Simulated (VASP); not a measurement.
# TiN (Osbornite) (Fm-3m) in VASP: further runs

Aim: see how the results for TiN (Osbornite) move with the level of theory and the settings. Levels: PBE, PBEsol, LDA. Tasks: relaxation of cell and atoms, single point.

Program: VASP 6.6.1. These are calculated values, not measurements. Logs are shortened: lines on timing, memory, paths and dates and some standing lists are left out, and cuts for length are marked.

## 1. The cell of the first run

Symmetry: Fm-3m, No. 225, cubic system. Conventional cell: a = 4.238 Å, b = 4.238 Å, c = 4.238 Å, α = 90.00°, β = 90.00°, γ = 90.00°. Ti (site symmetry m-3m) has 6 N at 2.12 Å within 2.8 Å. N (site symmetry m-3m) has 6 Ti at 2.12 Å within 2.8 Å.

## 2. Relaxation of cell and atoms, PBE

File INCAR:

```
SYSTEM = TiN
  ALGO = Normal
  EDIFF = 1E-6
  EDIFFG = -0.01
  ENCUT = 600
  GGA = PE
  IBRION = 2
  ISIF = 3
  ISMEAR = -1
  LASPH = .True.
  LCHARG = .False.
  LREAL = .False.
  LWAVE = .False.
  NELM = 80
  NSW = 80
  PREC = Accurate
  SIGMA = 0.1
```

File KPOINTS:

```
k-points
0
Gamma
  13 13 13
  0 0 0
```

File POSCAR:

```
TiN
1.0
    0.0000000000      2.1190000000      2.1190000000
    2.1190000000      0.0000000000      2.1190000000
    2.1190000000      2.1190000000      0.0000000000
Ti N
1 1
Direct
    0.0000000000      0.0000000000      0.0000000000
    0.5000000000      0.5000000000      0.5000000000
```

Potentials or basis: VASP PAW PBE potentials, release 64 (Ti_sv, N).

Launch:

```bash
> cat potpaw_PBE.64/Ti_sv/POTCAR potpaw_PBE.64/N/POTCAR > POTCAR
> mpirun -np 1 vasp_std > vasp.out
```

OUTCAR:

```text
SYSTEM = TiN
   EDIFF = 1E-6
   EDIFFG = -0.01
   ENCUT = 600
   GGA = PE
   IBRION = 2
   ISIF = 3
   ISMEAR = -1
   LASPH = .True.
   LREAL = .False.
   NELM = 80
   NSW = 80
   PREC = Accurate

 ion  position               nearest neighbor table
   1  0.000  0.000  0.000-   2 2.12   2 2.12   2 2.12   2 2.12   2 2.12   2 2.12
   2  0.500  0.500  0.500-   1 2.12   1 2.12   1 2.12   1 2.12   1 2.12   1 2.12

  LATTYP: Found a face centered cubic cell.
 ALAT       =     4.2380000000

  Lattice vectors:

 A1 = (   0.0000000000,   2.1190000000,   2.1190000000)
 A2 = (   2.1190000000,   0.0000000000,   2.1190000000)
 A3 = (   2.1190000000,   2.1190000000,   0.0000000000)

Analysis of symmetry for initial positions (statically):
=====================================================================
 Subroutine PRICEL returns:
 Original cell was already a primitive cell.

 Routine SETGRP: Setting up the symmetry group for a
 face centered cubic supercell.

 Subroutine GETGRP returns: Found 48 space group operations
 (whereof 48 operations were pure point group operations)
 out of a pool of 48 trial point group operations.

The static configuration has the point symmetry O_h .

Analysis of symmetry for dynamics (positions and initial velocities):
=====================================================================
 Subroutine PRICEL returns:
 Original cell was already a primitive cell.

 Routine SETGRP: Setting up the symmetry group for a
 face centered cubic supercell.

 Subroutine GETGRP returns: Found 48 space group operations
 (whereof 48 operations were pure point group operations)
 out of a pool of 48 trial point group operations.

The dynamic configuration has the point symmetry O_h .

 Subroutine INISYM returns: Found 48 space group operations
 (whereof 48 operations are pure point group operations),
 and found     1 'primitive' translations

----------------------------------------------------------------------------------------

                                     Primitive cell

  volume of cell :      19.0293

  direct lattice vectors                    reciprocal lattice vectors
     0.000000000  2.119000000  2.119000000    -0.235960359  0.235960359  0.235960359
     2.119000000  0.000000000  2.119000000     0.235960359 -0.235960359  0.235960359
     2.119000000  2.119000000  0.000000000     0.235960359  0.235960359 -0.235960359

  length of vectors
     2.996718539  2.996718539  2.996718539     0.408695330  0.408695330  0.408695330

  position of ions in fractional coordinates (direct lattice)
     0.000000000  0.000000000  0.000000000
     0.500000000  0.500000000  0.500000000

  ion indices of the primitive-cell ions
   primitive index   ion index
                 1           1
                 2           2

----------------------------------------------------------------------------------------

 KPOINTS: k-points

Automatic generation of k-mesh.
 Grid dimensions read from file:
 generate k-points for:   13   13   13

 Generating k-lattice:

  Cartesian coordinates                     Fractional coordinates (reciprocal lattice)
    -0.018150797  0.018150797  0.018150797     0.076923077  0.000000000  0.000000000
     0.018150797 -0.018150797  0.018150797     0.000000000  0.076923077  0.000000000
     0.018150797  0.018150797 -0.018150797     0.000000000  0.000000000  0.076923077

  Length of vectors
     0.031438102  0.031438102  0.031438102

  Shift w.r.t. Gamma in fractional coordinates (k-lattice)
     0.000000000  0.000000000  0.000000000

 Subroutine IBZKPT returns following result:
 ===========================================

 Found     84 irreducible k-points:

 Following reciprocal coordinates:
            Coordinates               Weight
  0.000000  0.000000  0.000000      1.000000
  0.076923  0.000000  0.000000      8.000000
  0.153846  0.000000  0.000000      8.000000
  0.230769  0.000000  0.000000      8.000000
  0.307692  0.000000  0.000000      8.000000
  0.384615  0.000000  0.000000      8.000000
[... 16 lines left out ...]
  0.384615  0.153846  0.000000     24.000000
  0.461538  0.153846  0.000000     24.000000
 [... further k-points ...]
   k-points           NKPTS =     84   k-points in BZ     NKDIM =     84   number of bands    NBANDS=     12
   number of dos      NEDOS =    301   number of ions     NIONS =      2
   total plane-waves  NPLWV =  13824
   dimension x,y,z NGX =    24 NGY =   24 NGZ =   24
   dimension x,y,z NGXF=    48 NGYF=   48 NGZF=   48
   ions per type =               1   1
   NGX,Y,Z   is equivalent  to a cutoff of  13.31, 13.31, 13.31 a.u.
   NGXF,Y,Z  is equivalent  to a cutoff of  26.63, 26.63, 26.63 a.u.
 SYSTEM =  TiN
   PREC   = accura    normal or accurate (medium, high low for compatibility)
   ISTART =      0    job   : 0-new  1-cont  2-samecut
   ICHARG =      2    charge: 1-file 2-atom 10-const
   ISPIN  =      1    spin polarized calculation?
   LNONCOLLINEAR =      F non collinear calculations
   LSORBIT =      F    spin-orbit coupling
   LASPH  =      T    aspherical Exc in radial PAW
   ENCUT  =  600.0 eV  44.10 Ry    6.64 a.u.   5.99  5.99  5.99*2*pi/ulx,y,z
   NELM   =     80;   NELMIN=  2; NELMDL= -5     # of ELM steps
   EDIFF  = 0.1E-05   stopping-criterion for ELM
   LREAL  =      F    real-space projection
   EDIFFG = -.1E-01   stopping-criterion for IOM
   NSW    =     80    number of steps for IOM
   IBRION =      2    ionic relax: 0-MD 1-quasi-New 2-CG
   NFREE  =      1    steps in history (QN), initial steepest desc. (CG)
   ISIF   =      3    stress and relaxation
   ISYM   =      2    0-nonsym 1-usesym 2-fastsym
   POTIM  = 0.5000    time-step for ionic-motion
   TEBEG  =    0.0;   TEEND  =   0.0 temperature during run
   PSTRESS=    0.0 pullay stress
   NELECT =      17.0000    total number of electrons
   NUPDOWN=      -1.0000    fix difference up-down
   EMIN   =  10.00;   EMAX   =-10.00  energy-range for DOS
   EFERMI =   0.00;   METHOD = LEGACY
   ISMEAR =    -1;   SIGMA  =   0.10  broadening in eV -4-tet -1-fermi 0-gaus
   EFERMI_NEDOS =   21; number of points for ismear=-14 and -15
   IALGO  =     38    algorithm
   IMIX   =      4    mixing-type and parameters
     AMIX     =   0.40;   BMIX     =  1.00
     AMIX_MAG =   1.60;   BMIX_MAG =  1.00
  volume/ion in A,a.u.               =       9.51        64.21
  Fermi-wavevector in a.u.,A,eV,Ry     =   1.576704  2.979539 33.824024  2.485996
  Thomas-Fermi vector in A             =   2.677497
   LORBIT       =      0    0 simple, 1 ext, 2 COOP (PROOUT), +10 PAW based schemes
   GGA     = PE    functional components
   LHFCALC =     F    Hartree Fock is set to
   AEXX    =    0.0000 exact exchange contribution
   IVDW    =     0    specifies the selected vdW correction
   LEPSILON=     F    determine dielectric tensor
   LRPA    =     F    only Hartree local field effects (RPA)
 conjugate gradient relaxation of ions
 non-spin polarized calculation
  energy-cutoff  :      600.00
  volume of cell :       19.03
 maximum number of plane-waves:       646
   NGX = 11   NGY = 11   NGZ = 11

--------------------------------------- Ionic step        1  -------------------------------------------

 number of electron      17.0000002 magnetization

 Free energy of the ion-electron system (eV)
  ---------------------------------------------------
  ext. energy  EPLUGINS =         0.00000000
  ---------------------------------------------------
  free energy    TOTEN  =       -19.65210120 eV

  energy without entropy =      -19.62541374  energy(sigma->0) =      -19.63875747

------------------------ aborting loop because EDIFF is reached ----------------------------------------

  FORCE on cell =-STRESS in cart. coord.  units (eV):
  Direction    XX          YY          ZZ          XY          YZ          ZX
  --------------------------------------------------------------------------------------
  -------------------------------------------------------------------------------------
  Total        0.2600669      0.2600669      0.2600669      0.0000000      0.0000000      0.0000000
  in kB       21.8964062     21.8964062     21.8964062      0.0000000      0.0000000      0.0000000
  external PRESSURE =      21.8964062 kB  Pullay stress =       0.0000000 kB

 VOLUME and BASIS-vectors are now :
 -----------------------------------------------------------------------------
  energy-cutoff  :      600.00
  volume of cell :       19.03
      direct lattice vectors                 reciprocal lattice vectors
     0.000000000  2.119000000  2.119000000    -0.235960359  0.235960359  0.235960359
     2.119000000  0.000000000  2.119000000     0.235960359 -0.235960359  0.235960359
     2.119000000  2.119000000  0.000000000     0.235960359  0.235960359 -0.235960359
[... 37 lines left out ...]
 POSITION                                       TOTAL-FORCE (eV/Angst)
 -----------------------------------------------------------------------------------
      4.26459      2.13229      2.13229         0.000000     -0.000000      0.000000
      2.13229      2.13229      2.13229        -0.000000      0.000000     -0.000000
 -----------------------------------------------------------------------------------
    total drift:                                0.000000     -0.000000     -0.000000

  FREE ENERGIE OF THE ION-ELECTRON SYSTEM (eV)
  ---------------------------------------------------
  free  energy   TOTEN  =       -19.6512320302 eV

  energy  without entropy=      -19.6237427998  energy(sigma->0) =      -19.63748741

--------------------------------------- Ionic step        3  -------------------------------------------

 number of electron      17.0000002 magnetization

 Free energy of the ion-electron system (eV)
  ---------------------------------------------------
  ext. energy  EPLUGINS =         0.00000000
  ---------------------------------------------------
  free energy    TOTEN  =       -19.65314418 eV

  energy without entropy =      -19.62612153  energy(sigma->0) =      -19.63963286

 E-fermi :  11.3848     XC(G=0): -12.9904

 val. band max:       11.3157746280   @ k =  -0.1538   0.2308   0.0769
 cond. band min:      11.4282382040   @ k =  -0.1538   0.1538   0.0000
 fundamental gap:      0.1124635760
 Fermi energy:        11.3847836063

 k-point     1 :       0.0000    0.0000    0.0000
  band No.  band energies     occupation
      1     -46.4989      2.00000
      2     -22.4829      2.00000
      3     -22.4829      2.00000
      4     -22.4829      2.00000
      5      -5.6922      2.00000
      6       9.3405      2.00000
      7       9.3405      2.00000
      8       9.3405      2.00000
      9      10.7686      1.99579
     10      10.7686      1.99579
     11      10.7686      1.99579
     12      11.9509      0.00693

 k-point     2 :       0.0769    0.0000    0.0000
  band No.  band energies     occupation
      1     -46.4936      2.00000
      2     -22.5208      2.00000
      3     -22.4861      2.00000
      4     -22.4861      2.00000
      5      -5.5783      2.00000
      6       8.7068      2.00000
      7       8.8719      2.00000
      8       8.8719      2.00000
      9      10.9309      1.97885
     10      10.9309      1.97885
     11      11.0793      1.90997
     12      12.4480      0.00005
[... 316 lines left out ...]
 k-point    24 :       0.4615    0.1538    0.0000
  band No.  band energies     occupation
      1     -46.4023      2.00000
      2     -23.0237      2.00000
      3     -22.6033      2.00000
      4     -22.5730      2.00000
      5      -3.6279      2.00000
      6       4.1315      2.00000
      7       6.0055      2.00000
      8       6.4591      2.00000
      9      11.7792      0.03799
     10      13.1832      0.00000
     11      13.6023      0.00000
     12      15.7838      0.00000

 [... further k-points ...]
[... 5 lines left out ...]
  --------------------------------------------------------------------------------------
  -------------------------------------------------------------------------------------
  Total       -0.0015779     -0.0015779     -0.0015779     -0.0000000     -0.0000000      0.0000000
  in kB       -0.1317997     -0.1317997     -0.1317997     -0.0000000     -0.0000000      0.0000000
  external PRESSURE =      -0.1317997 kB  Pullay stress =       0.0000000 kB

 VOLUME and BASIS-vectors are now :
 -----------------------------------------------------------------------------
  energy-cutoff  :      600.00
  volume of cell :       19.18
      direct lattice vectors                 reciprocal lattice vectors
     0.000000000  2.124603684  2.124603684    -0.235338009  0.235338009  0.235338009
     2.124603684 -0.000000000  2.124603684     0.235338009 -0.235338009  0.235338009
     2.124603684  2.124603684  0.000000000     0.235338009  0.235338009 -0.235338009

 POSITION                                       TOTAL-FORCE (eV/Angst)
 -----------------------------------------------------------------------------------
      0.00000      0.00000      0.00000         0.000000     -0.000000      0.000000
      2.12460      2.12460      2.12460        -0.000000      0.000000     -0.000000
 -----------------------------------------------------------------------------------
    total drift:                                0.000000     -0.000000     -0.000000

  FREE ENERGIE OF THE ION-ELECTRON SYSTEM (eV)
  ---------------------------------------------------
  free  energy   TOTEN  =       -19.6531441778 eV

  energy  without entropy=      -19.6261215331  energy(sigma->0) =      -19.63963286

 reached required accuracy - stopping structural energy minimisation
```

It took 26 s on 1 thread of Intel Xeon 6975P-C (Granite Rapids), shared host; peak memory 0.15 GiB.

What came out:

| Quantity | Value |
| --- | --- |
| Free energy | -19.6531 eV |
| Relaxed volume | 9.59 Å³/atom |
| Relaxed cell | a = 3.005 Å, b = 3.005 Å, c = 3.005 Å, α = 60.00°, β = 60.00°, γ = 60.00° |
| Space group after relaxing (to 0.05 Å) | Fm-3m (No. 225) |
| Energy gained by relaxing | 0.5 meV/atom |
| Ionic steps | 3 |
| Pressure after relaxing | 0.0 GPa |

The path:
```csv
step,energy change (eV),largest force (eV/Å),pressure (GPa),volume (Å³)
1,0.0000,0.0000,2.19,19.03
2,0.0009,0.0000,-2.86,19.39
3,-0.0010,0.0000,-0.01,19.18
```

Final structure:
```xyz
2
Lattice="0.0000 2.1246 2.1246 2.1246 0.0000 2.1246 2.1246 2.1246 0.0000" Properties=species:S:1:pos:R:3 pbc="T T T"
Ti    0.0000    0.0000    0.0000
N     2.1246    2.1246    2.1246
```

Levels at points of the mesh, in eV from the Fermi level:
| k point | band 7 | band 8 | band 9 | band 10 | band 11 | band 12 |
| --- | --- | --- | --- | --- | --- | --- |
| (0.00, 0.00, 0.00) | -2.04 | -2.04 | -0.62 | -0.62 | -0.62 | 0.57 |

PBE usually gives volumes a little too large and moduli too small. Zero-point motion and thermal expansion aren't in these numbers.

[end of part 1 of 3]
